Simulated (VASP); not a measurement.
# Mg2C3 (C2/m) in VASP: further runs, part 3 of 3

VASP 6.6.1.

### Step 4. Single point, PBEsol (volume scaled by 0.91, then relaxed in part)

Contents of INCAR:

```
SYSTEM = Mg2C3
ALGO = Normal ; EDIFF = 1E-6
ENCUT = 520 ; GGA = PS
ISIF = 2 ; ISMEAR = 0
LASPH = .TRUE. ; LCHARG = .FALSE.
LREAL = .FALSE. ; LWAVE = .FALSE.
NBANDS = 16 ; NELM = 100
PREC = Accurate ; SIGMA = 0.02
```

Contents of KPOINTS:

```
k-points
0
G
  8 8 6
  0 0 0
```

Contents of POSCAR:

```
Mg2C3
1.0
    2.3295763271     -2.2457046453      0.0238344236
    2.3295763271      2.2457046453      0.0238344236
   -1.1353941914      0.0000000000      4.6784030108
Mg C
2 3
Direct
    0.8083414704      0.8083414704      0.2029052848
    0.1916585296      0.1916585296      0.7970947152
    0.2958752137      0.2958752137      0.2611372304
    0.7041247863      0.7041247863      0.7388627696
    0.5000000000      0.5000000000      0.5000000000
```

Potentials or basis: VASP PAW PBE potentials, release 64 (Mg, C).

Command:

```
cat potpaw_PBE.64/Mg/POTCAR potpaw_PBE.64/C/POTCAR > POTCAR
mpirun -np 1 vasp_std > vasp.out
```

OUTCAR:

```text
SYSTEM = Mg2C3
   EDIFF = 1E-6
   ENCUT = 520
   GGA = PS
   ISIF = 2
   ISMEAR = 0
   LASPH = .TRUE.
   LREAL = .FALSE.
   NELM = 100
   PREC = Accurate

 ion  position               nearest neighbor table
   1  0.808  0.808  0.203-   4 2.18   3 2.23   5 2.24   3 2.27   3 2.27   3 2.47   5 2.70   5 2.70
                             4 2.73   2 2.93   2 2.95   2 2.95   2 3.01   2 3.09
   2  0.192  0.192  0.797-   3 2.18   4 2.23   5 2.24   4 2.27   4 2.27   4 2.47   5 2.70   5 2.70
                             3 2.73   1 2.93   1 2.95   1 2.95   1 3.01   1 3.09
   3  0.296  0.296  0.261-   5 1.32   2 2.18   1 2.23   1 2.27   1 2.27   1 2.47   2 2.73
   4  0.704  0.704  0.739-   5 1.32   1 2.18   2 2.23   2 2.27   2 2.27   2 2.47   1 2.73
   5  0.500  0.500  0.500-   3 1.32   4 1.32   1 2.24   2 2.24   2 2.70   2 2.70   1 2.70   1 2.70

  LATTYP: Found a base centered monoclinic cell.
 ALAT       =     4.6593965032
 B/A-ratio  =     0.9639465728
 C/A-ratio  =     1.0332251199
 COS(beta)  =    -0.2258880456

  Lattice vectors:

 A1 = (   2.3295763271,  -2.2457046453,   0.0238344236)
 A2 = (   2.3295763271,   2.2457046453,   0.0238344236)
 A3 = (  -1.1353941914,   0.0000000000,   4.6784030108)

Analysis of symmetry for initial positions (statically):
=====================================================================
 Subroutine PRICEL returns:
 Original cell was already a primitive cell.

 Routine SETGRP: Setting up the symmetry group for a
 base centered monoclinic supercell.

 Subroutine GETGRP returns: Found  4 space group operations
 (whereof  4 operations were pure point group operations)
 out of a pool of  4 trial point group operations.

The static configuration has the point symmetry C_2h.

Analysis of symmetry for dynamics (positions and initial velocities):
=====================================================================
 Subroutine PRICEL returns:
 Original cell was already a primitive cell.

[... 135 lines left out ...]
  Fermi-wavevector in a.u.,A,eV,Ry     =   1.126774  2.129294 17.274219  1.269619
  Thomas-Fermi vector in A             =   2.263457
   LORBIT       =      0    0 simple, 1 ext, 2 COOP (PROOUT), +10 PAW based schemes
   GGA     = PS    functional components
   LHFCALC =     F    Hartree Fock is set to
   AEXX    =    0.0000 exact exchange contribution
   IVDW    =     0    specifies the selected vdW correction
   LEPSILON=     F    determine dielectric tensor
   LRPA    =     F    only Hartree local field effects (RPA)
 non-spin polarized calculation
 Gauss-broadening in eV      SIGMA  =   0.02
  energy-cutoff  :      520.00
  volume of cell :       49.07
 maximum number of plane-waves:      1344
   NGX = 13   NGY = 13   NGZ = 17

 number of electron      15.9999999 magnetization

 Free energy of the ion-electron system (eV)
  ---------------------------------------------------
  ext. energy  EPLUGINS =         0.00000000
  ---------------------------------------------------
  free energy    TOTEN  =       -31.16779615 eV

  energy without entropy =      -31.16779615  energy(sigma->0) =      -31.16779615

 E-fermi :   5.3477     XC(G=0): -11.0202

 val. band max:        5.2583680414   @ k =   0.1250   0.1250   0.3333
 cond. band min:       7.0199515631   @ k =   0.5000   0.5000   0.0000
 fundamental gap:      1.7615835216
 Fermi energy:         5.3476709812

 k-point     1 :       0.0000    0.0000    0.0000
  band No.  band energies     occupation
      1     -11.1683      2.00000
      2      -6.9652      2.00000
      3      -2.4117      2.00000
      4       1.0837      2.00000
      5       1.9237      2.00000
      6       2.4129      2.00000
[... 433 lines left out ...]
      3      -1.3126      2.00000
      4      -0.8011      2.00000
      5       1.0686      2.00000
      6       1.8776      2.00000
[... 8 lines left out ...]
     15      15.5443      0.00000
     16      16.1875      0.00000

 [... further k-points ...]

------------------------ aborting loop because EDIFF is reached ----------------------------------------

  FORCE on cell =-STRESS in cart. coord.  units (eV):
  Direction    XX          YY          ZZ          XY          YZ          ZX
  --------------------------------------------------------------------------------------
  -------------------------------------------------------------------------------------
  Total        3.9202587      3.8852412      4.0217741      0.0000000      0.0000000      0.1036822
  in kB      127.9944359    126.8511309    131.3088599      0.0000000      0.0000000      3.3851710
  external PRESSURE =     128.7181422 kB  Pullay stress =       0.0000000 kB

 VOLUME and BASIS-vectors are now :
 -----------------------------------------------------------------------------
  energy-cutoff  :      520.00
  volume of cell :       49.07
      direct lattice vectors                 reciprocal lattice vectors
     2.329576327 -2.245704645  0.023834424     0.214099692 -0.222647266  0.051959514
     2.329576327  2.245704645  0.023834424     0.214099692  0.222647266  0.051959514
    -1.135394191  0.000000000  4.678403011    -0.002181489  0.000000000  0.213218730

 POSITION                                       TOTAL-FORCE (eV/Angst)
 -----------------------------------------------------------------------------------
      3.53581      0.00000      0.98781         0.004349      0.000000      0.002677
     -0.01205      0.00000      3.73827        -0.004349      0.000000     -0.002677
      1.08203      0.00000      1.23581        -0.032398      0.000000     -0.046725
      2.44172      0.00000      3.49026         0.032398      0.000000      0.046725
      1.76188      0.00000      2.36304         0.000000      0.000000      0.000000
 -----------------------------------------------------------------------------------
    total drift:                               -0.000000     -0.000000      0.000000

  FREE ENERGIE OF THE ION-ELECTRON SYSTEM (eV)
  ---------------------------------------------------
  free  energy   TOTEN  =       -31.1677961494 eV

  energy  without entropy=      -31.1677961494  energy(sigma->0) =      -31.16779615
```

stdout:

```text
POSCAR found type information on POSCAR MgC
 POSCAR found :  2 types and       5 ions
 scaLAPACK will be used
 -----------------------------------------------------------------------------
|                                                                             |
|                                                                             |
|     You enforced a specific xc type in the INCAR file but a different       |
|     I HOPE YOU KNOW WHAT YOU ARE DOING!                                     |
|                                                                             |
 -----------------------------------------------------------------------------

 LDA part: xc-table for (Slater+PW92), standard interpolation
 POSCAR, INCAR and KPOINTS ok, starting setup
 FFT: planning ... GRIDC
 FFT: planning ... GRID_SOFT
 FFT: planning ... GRID
 WAVECAR not read
 entering main loop
```

Run time: 71 s. Hardware: 1 thread of Intel Xeon 6975P-C, shared host; peak memory 0.21 GiB.

Results:

```yaml
Free_energy: -31.1678 eV
Pressure: 12.9 GPa
Largest_force: 0.057 eV/Å
Band_gap_on_the_k_mesh: 1.76 eV, indirect (least direct gap 2.65 eV)
```

Forces in eV/Å, atoms in the order of the input:
```
Mg   0.004  0.000  0.003
Mg  -0.004  0.000 -0.003
C   -0.032  0.000 -0.047
C    0.032  0.000  0.047
C    0.000  0.000  0.000
```

Stress tensor (GPa, compression positive):
```
12.80  0.00  0.34
 0.00 12.69  0.00
 0.34  0.00 13.13
```

Caveat: the PAW data sets were made with another functional, which shifts forces and pressure a little.

### Step 5. Summary

```csv
cell,gap on the mesh (eV),pressure (GPa),largest force (eV/Å)
"a = 3.342, b = 3.342, c = 4.978 Å, angles 100.0, 100.0, 88.3°, 5 atoms",1.69,0.0,0.07
"a = 3.199, b = 3.199, c = 4.758 Å, angles 99.1, 99.1, 87.8°, 5 atoms",1.77,18.7,0.05
"a = 3.236, b = 3.236, c = 4.814 Å, angles 99.4, 99.4, 87.9°, 5 atoms",1.76,12.9,0.06
```

Alike in all rows: task single point; level PBEsol; potentials or basis VASP PAW PBE potentials, release 64 (Mg, C); no spin polarisation; k mesh 8 × 8 × 6; cutoff (eV) 520; smearing gaussian 0.02 eV.

Caveats: the PAW data sets were made with another functional, which shifts forces and pressure a little.

Absolute energies hang on the potentials; compare differences alone.
